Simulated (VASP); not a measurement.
# SiC4 (I4/mmm) in VASP: relaxation of cell and atoms with PBE

Aim: the relaxation of cell and atoms of SiC4 with PBE.

Everything below comes from runs of VASP 6.6.1. Logs are shortened: lines on timing, memory, paths and dates and some standing lists are left out, and cuts for length are marked.

## Step 1: The cell of the first run

Symmetry: I4/mmm, No. 139, tetragonal system. The conventional cell has a = 6.711 Å, b = 6.711 Å, c = 2.492 Å, α = 90.00°, β = 90.00°, γ = 90.00°. Within 3.2 Å of Si (site symmetry 4/mmm) lie 12 C at 2.43 to 2.66 Å and 2 Si at 2.49 Å. Within 1.8 Å of C (site symmetry m2m) lie 2 C at 1.38 Å.

The cell was generated, and may not be a known phase.

## Step 2: Relaxation of cell and atoms, PBE

INCAR reads:

```
PREC = Accurate
ENCUT = 600
EDIFF = 1E-6
ISMEAR = 0
SIGMA = 0.1
LREAL = F
LASPH = T
NELM = 100
ALGO = Normal
ISIF = 3
LWAVE = F
LCHARG = F
GGA = PE
IBRION = 2
NSW = 100
EDIFFG = -0.01
LUSENCCL = F
```

KPOINTS reads:

```
Automatic mesh
0
Gamma
  16 16 16
```

POSCAR reads:

```
SiC4
1.0
   -3.3553450656      3.3553450656      1.2458118520
    3.3553450656     -3.3553450656      1.2458118520
    3.3553450656      3.3553450656     -1.2458118520
Si C
1 4
Direct
    0.0000000000      0.0000000000      0.0000000000
    0.7193409626      0.7193409626      0.4386819252
    0.7193409626      0.2806590374      0.0000000000
    0.2806590374      0.7193409626      0.0000000000
    0.2806590374      0.2806590374      0.5613180748
```

Potentials or basis: VASP PAW PBE potentials, release 64 (Si, C).

Started as:

```sh
> cat potpaw_PBE.64/Si/POTCAR potpaw_PBE.64/C/POTCAR > POTCAR
> mpirun -np 1 vasp_std > vasp.out
```

OUTCAR:

```text
PREC = Accurate
   ENCUT = 600
   EDIFF = 1E-6
   ISMEAR = 0
   LREAL = F
   LASPH = T
   NELM = 100
   ISIF = 3
   GGA = PE
   IBRION = 2
   NSW = 100
   EDIFFG = -0.01

 ion  position               nearest neighbor table
   1  0.000  0.000  0.000-   2 2.43   2 2.43   5 2.43   5 2.43   4 2.43   3 2.43   4 2.43   3 2.43

   2  0.719  0.719  0.439-   5 1.38   5 1.38   1 2.43   1 2.43
   3  0.719  0.281  0.000-   4 1.38   4 1.38   1 2.43   1 2.43
   4  0.281  0.719  0.000-   3 1.38   3 1.38   1 2.43   1 2.43
   5  0.281  0.281  0.561-   2 1.38   2 1.38   1 2.43   1 2.43

  LATTYP: Found a body centered tetragonal cell.
 ALAT       =     6.7106901312
 C/A-ratio  =     0.3712917234

  Lattice vectors:

 A1 = (  -3.3553450656,   3.3553450656,   1.2458118520)
 A2 = (   3.3553450656,  -3.3553450656,   1.2458118520)
 A3 = (   3.3553450656,   3.3553450656,  -1.2458118520)

Analysis of symmetry for initial positions (statically):
=====================================================================
 Subroutine PRICEL returns:
 Original cell was already a primitive cell.

 Routine SETGRP: Setting up the symmetry group for a
 body centered tetragonal supercell.

 Subroutine GETGRP returns: Found 16 space group operations
 (whereof 16 operations were pure point group operations)
 out of a pool of 16 trial point group operations.

The static configuration has the point symmetry D_4h.

Analysis of symmetry for dynamics (positions and initial velocities):
=====================================================================
 Subroutine PRICEL returns:
 Original cell was already a primitive cell.

 Routine SETGRP: Setting up the symmetry group for a
 body centered tetragonal supercell.

 Subroutine GETGRP returns: Found 16 space group operations
 (whereof 16 operations were pure point group operations)
 out of a pool of 16 trial point group operations.

The dynamic configuration has the point symmetry D_4h.

 Subroutine INISYM returns: Found 16 space group operations
 (whereof 16 operations are pure point group operations),
 and found     1 'primitive' translations

----------------------------------------------------------------------------------------

                                     Primitive cell

  volume of cell :      56.1031

  direct lattice vectors                    reciprocal lattice vectors
    -3.355345066  3.355345066  1.245811852     0.000000000  0.149015970  0.401344713
     3.355345066 -3.355345066  1.245811852     0.149015970  0.000000000  0.401344713
     3.355345066  3.355345066 -1.245811852     0.149015970  0.149015970  0.000000000

  length of vectors
     4.905989012  4.905989012  4.905989012     0.428116033  0.428116033  0.210740406

  position of ions in fractional coordinates (direct lattice)
     0.000000000  0.000000000  0.000000000
     0.719340963  0.719340963  0.438681925
     0.719340963  0.280659037  0.000000000
     0.280659037  0.719340963  0.000000000
     0.280659037  0.280659037  0.561318075

  ion indices of the primitive-cell ions
   primitive index   ion index
                 1           1
                 2           2
                 3           3
                 4           4
                 5           5

----------------------------------------------------------------------------------------

 KPOINTS: Automatic mesh

Automatic generation of k-mesh.
 Grid dimensions read from file:
 generate k-points for:   16   16   16

 Generating k-lattice:

  Cartesian coordinates                     Fractional coordinates (reciprocal lattice)
     0.000000000  0.009313498  0.025084045     0.062500000  0.000000000  0.000000000
     0.009313498  0.000000000  0.025084045     0.000000000  0.062500000  0.000000000
     0.009313498  0.009313498  0.000000000     0.000000000  0.000000000  0.062500000

  Length of vectors
     0.026757252  0.026757252  0.013171275

  Shift w.r.t. Gamma in fractional coordinates (k-lattice)
     0.000000000  0.000000000  0.000000000

 Subroutine IBZKPT returns following result:
 ===========================================

 Found    349 irreducible k-points:

 Following reciprocal coordinates:
            Coordinates               Weight
  0.000000  0.000000  0.000000      1.000000
  0.062500  0.000000  0.000000      8.000000
  0.125000  0.000000  0.000000      8.000000
  0.187500  0.000000  0.000000      8.000000
  0.250000  0.000000  0.000000      8.000000
  0.312500  0.000000  0.000000      8.000000
[... 16 lines left out ...]
 -0.125000  0.062500  0.000000     16.000000
 -0.062500  0.062500  0.000000      4.000000
 [... further k-points ...]
   k-points           NKPTS =    349   k-points in BZ     NKDIM =    349   number of bands    NBANDS=     14
   number of dos      NEDOS =    301   number of ions     NIONS =      5
   total plane-waves  NPLWV =  64000
   dimension x,y,z NGX =    40 NGY =   40 NGZ =   40
   dimension x,y,z NGXF=    80 NGYF=   80 NGZF=   80
   ions per type =               1   4
   NGX,Y,Z   is equivalent  to a cutoff of  13.55, 13.55, 13.55 a.u.
   NGXF,Y,Z  is equivalent  to a cutoff of  27.11, 27.11, 27.11 a.u.
 SYSTEM =  unknown system
   PREC   = accura    normal or accurate (medium, high low for compatibility)
   ISTART =      0    job   : 0-new  1-cont  2-samecut
   ICHARG =      2    charge: 1-file 2-atom 10-const
   ISPIN  =      1    spin polarized calculation?
   LNONCOLLINEAR =      F non collinear calculations
   LSORBIT =      F    spin-orbit coupling
   LASPH  =      T    aspherical Exc in radial PAW
   ENCUT  =  600.0 eV  44.10 Ry    6.64 a.u.   9.80  9.80  9.80*2*pi/ulx,y,z
   NELM   =    100;   NELMIN=  2; NELMDL= -5     # of ELM steps
   EDIFF  = 0.1E-05   stopping-criterion for ELM
   LREAL  =      F    real-space projection
   EDIFFG = -.1E-01   stopping-criterion for IOM
   NSW    =    100    number of steps for IOM
   IBRION =      2    ionic relax: 0-MD 1-quasi-New 2-CG
   NFREE  =      1    steps in history (QN), initial steepest desc. (CG)
   ISIF   =      3    stress and relaxation
   ISYM   =      2    0-nonsym 1-usesym 2-fastsym
   POTIM  = 0.5000    time-step for ionic-motion
   TEBEG  =    0.0;   TEEND  =   0.0 temperature during run
   PSTRESS=    0.0 pullay stress
   NELECT =      20.0000    total number of electrons
   NUPDOWN=      -1.0000    fix difference up-down
   EMIN   =  10.00;   EMAX   =-10.00  energy-range for DOS
   EFERMI =   0.00;   METHOD = LEGACY
   ISMEAR =     0;   SIGMA  =   0.10  broadening in eV -4-tet -1-fermi 0-gaus
   EFERMI_NEDOS =   21; number of points for ismear=-14 and -15
   IALGO  =     38    algorithm
   IMIX   =      4    mixing-type and parameters
     AMIX     =   0.40;   BMIX     =  1.00
     AMIX_MAG =   1.60;   BMIX_MAG =  1.00
  volume/ion in A,a.u.               =      11.22        75.72
  Fermi-wavevector in a.u.,A,eV,Ry     =   1.160796  2.193586 18.333133  1.347447
  Thomas-Fermi vector in A             =   2.297375
   LORBIT       =      0    0 simple, 1 ext, 2 COOP (PROOUT), +10 PAW based schemes
   GGA     = PE    functional components
   LHFCALC =     F    Hartree Fock is set to
   AEXX    =    0.0000 exact exchange contribution
   IVDW    =     0    specifies the selected vdW correction
   LEPSILON=     F    determine dielectric tensor
   LRPA    =     F    only Hartree local field effects (RPA)
 conjugate gradient relaxation of ions
 non-spin polarized calculation
 Gauss-broadening in eV      SIGMA  =   0.10
  energy-cutoff  :      600.00
  volume of cell :       56.10
 maximum number of plane-waves:      1900
   NGX = 19   NGY = 19   NGZ = 19

--------------------------------------- Ionic step        1  -------------------------------------------

 number of electron      19.9999999 magnetization

 Free energy of the ion-electron system (eV)
  ---------------------------------------------------
  ext. energy  EPLUGINS =         0.00000000
  ---------------------------------------------------
  free energy    TOTEN  =       -36.05354831 eV

  energy without entropy =      -36.04770310  energy(sigma->0) =      -36.05062570

------------------------ aborting loop because EDIFF is reached ----------------------------------------

  FORCE on cell =-STRESS in cart. coord.  units (eV):
  Direction    XX          YY          ZZ          XY          YZ          ZX
  --------------------------------------------------------------------------------------
  -------------------------------------------------------------------------------------
  Total        0.6214776      0.6214776     -1.8549031      0.0000000     -0.0000000      0.0000000
  in kB       17.7479913     17.7479913    -52.9718306      0.0000000     -0.0000000      0.0000000
  external PRESSURE =      -5.8252826 kB  Pullay stress =       0.0000000 kB
[... 297 lines left out ...]
  energy  without entropy=      -36.0692241067  energy(sigma->0) =      -36.07269989

--------------------------------------- Ionic step        9  -------------------------------------------

 number of electron      19.9999999 magnetization

 Free energy of the ion-electron system (eV)
  ---------------------------------------------------
  ext. energy  EPLUGINS =         0.00000000
  ---------------------------------------------------
  free energy    TOTEN  =       -36.07844207 eV

  energy without entropy =      -36.07159994  energy(sigma->0) =      -36.07502100

 E-fermi :   4.4483     XC(G=0):  -9.7291

 val. band max:        4.4479556844   @ k =  -0.1875   0.5000   0.1875
 cond. band min:       4.4509277168   @ k =   0.2500   0.2500   0.0000
 fundamental gap:      0.0029720324
 Fermi energy:         4.4483057815

 k-point     1 :       0.0000    0.0000    0.0000
  band No.  band energies     occupation
      1     -13.1419      2.00000
      2     -12.1891      2.00000
      3      -4.2161      2.00000
      4      -3.7678      2.00000
      5      -3.7678      2.00000
      6      -1.9169      2.00000
      7      -1.9169      2.00000
      8      -0.5041      2.00000
      9      -0.5041      2.00000
     10       7.7816      0.00000
     11       8.4286      0.00000
     12       8.4825      0.00000
     13       9.9833      0.00000
     14       9.9833      0.00000
[... 375 lines left out ...]
 k-point    24 :      -0.0625    0.0625    0.0000
  band No.  band energies     occupation
      1     -13.1326      2.00000
      2     -12.1971      2.00000
      3      -4.5085      2.00000
      4      -3.7595      2.00000
      5      -3.4355      2.00000
      6      -1.9170      2.00000
      7      -1.9169      2.00000
      8      -0.5261      2.00000
      9      -0.4996      2.00000
     10       7.8230      0.00000
     11       8.1762      0.00000
     12       8.4728      0.00000
     13       9.9861      0.00000
     14      10.1169      0.00000

 [... further k-points ...]

------------------------ aborting loop because EDIFF is reached ----------------------------------------

  FORCE on cell =-STRESS in cart. coord.  units (eV):
  Direction    XX          YY          ZZ          XY          YZ          ZX
  --------------------------------------------------------------------------------------
  -------------------------------------------------------------------------------------
  Total        0.0151006      0.0151006     -0.0054959      0.0000000      0.0000000      0.0000000
  in kB        0.4097955      0.4097955     -0.1491444      0.0000000      0.0000000      0.0000000
  external PRESSURE =       0.2234822 kB  Pullay stress =       0.0000000 kB
[... 20 lines left out ...]
  FREE ENERGIE OF THE ION-ELECTRON SYSTEM (eV)
  ---------------------------------------------------
  free  energy   TOTEN  =       -36.0784420689 eV

  energy  without entropy=      -36.0715999371  energy(sigma->0) =      -36.07502100

 reached required accuracy - stopping structural energy minimisation
```

Wall time 9.2 min (1 × NVIDIA H100 80GB with 1 thread of AMD EPYC 7R13 (Zen 3), shared host); peak memory 1.5 GiB.

What came out:

```yaml
Free_energy: -36.0784 eV
Relaxed_volume: 11.81 Å³/atom
Relaxed_cell: a = 5.026 Å, b = 5.026 Å, c = 5.026 Å, α = 93.52°, β = 93.52°, γ = 151.31°
Space_group_after_relaxing_to_0.1_Å: I4/mmm (No. 139)
Energy_gained_by_relaxing: 5.0 meV/atom
Ionic_steps: 9
Pressure_after_relaxing: 0.0 GPa
Largest_force_after_relaxing: 0.003 eV/Å
Band_gap_on_the_k_mesh: zero (bands 10 and 11 overlap by 4.86 eV)
```

Forces in eV/Å, atoms in the order of the input:
```
Si   0.000  0.000  0.000
C   -0.002 -0.002  0.000
C    0.002 -0.002  0.000
C   -0.002  0.002  0.000
C    0.002  0.002  0.000
```

The path:
| step | energy change (eV) | largest force (eV/Å) | pressure (GPa) | volume (Å³) |
| --- | --- | --- | --- | --- |
| 1 | 0.0000 | 0.1834 | -0.58 | 56.10 |
| 2 | 0.0277 | 0.4515 | 7.01 | 55.76 |
| 3 | -0.0077 | 0.0056 | 1.77 | 56.00 |
| 4 | -0.0157 | 0.0702 | 1.08 | 56.80 |
| 5 | -0.0193 | 0.1706 | 0.16 | 57.90 |
| 6 | -0.0242 | 0.0734 | -0.16 | 58.65 |
| 7 | -0.0247 | 0.0318 | -0.33 | 59.06 |
| 8 | -0.0226 | 0.1331 | 1.32 | 58.97 |
| 9 | -0.0249 | 0.0033 | 0.02 | 59.04 |

Final structure:
```yaml
crystal:
  lattice:
    - [-3.44283, 3.44283, 1.24522]
    - [3.44283, -3.44283, 1.24522]
    - [3.44283, 3.44283, -1.24522]
  atoms:
    - { symbol: Si, position: [0.00000, 0.00000, 0.00000] }
    - { symbol: C, position: [0.72175, 0.72175, 0.44350] }
    - { symbol: C, position: [0.72175, 0.27825, 0.00000] }
    - { symbol: C, position: [0.27825, 0.72175, 0.00000] }
    - { symbol: C, position: [0.27825, 0.27825, 0.55650] }
```
